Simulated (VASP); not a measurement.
Input of a VASP 6.6.1 run:

Contents of INCAR:

```
PREC = Accurate
ENCUT = 520
EDIFF = 1E-6
ISMEAR = 0
SIGMA = 0.1
LREAL = False
LASPH = True
NELM = 100
ALGO = Fast
ISIF = 2
LWAVE = False
LCHARG = False
GGA = PE
NBANDS = 75
```

KPOINTS

```
regular mesh
0
Gamma
  6 6 1
```

The input POSCAR:

```
Ti3W2
1.0
    2.8179692000      0.0000000000      0.0000000000
   -1.4089846000      2.4404329100      0.0000000000
    0.0000000000      0.0000000000     22.5250105400
Ti W
6 4
Direct
    0.3333333300      0.6666666700      0.0500000000
    0.3333333300      0.6666666700      0.2500000000
    0.3333333300      0.6666666700      0.4500000000
    0.6666666700      0.3333333300      0.9500000000
    0.6666666700      0.3333333300      0.5500000000
    0.6666666700      0.3333333300      0.7500000000
    0.3333333300      0.6666666700      0.8500000000
    0.3333333300      0.6666666700      0.6500000000
    0.6666666700      0.3333333300      0.1500000000
    0.6666666700      0.3333333300      0.3500000000
```

Potentials or basis: VASP PAW PBE potentials, release 64 (Ti_sv, W_sv).

Command:

```bash
$ cat potpaw_PBE.64/Ti_sv/POTCAR potpaw_PBE.64/W_sv/POTCAR > POTCAR
$ mpirun -np 1 vasp_std > vasp.out
```

Predict the largest force.

0.350 eV/Å.

Predict the pressure.

15.3 GPa.

Estimate the band gap on the k mesh.

zero (band 64 reaches 10.70 eV, above the bottom of band 65 at 9.95 eV).

Forces in eV/Å, atoms in the order of the input:
```
Ti   0.000  0.000 -0.350
Ti   0.000  0.000  0.000
Ti   0.000  0.000  0.350
Ti   0.000  0.000  0.350
Ti   0.000  0.000 -0.350
Ti   0.000  0.000  0.000
W    0.000  0.000 -0.088
W    0.000  0.000  0.088
W    0.000  0.000  0.088
W    0.000  0.000 -0.088
```

Caveat: the k points lie up to 0.43 Å⁻¹ apart; spin-orbit coupling is left out, which moves the levels of the heavy elements.
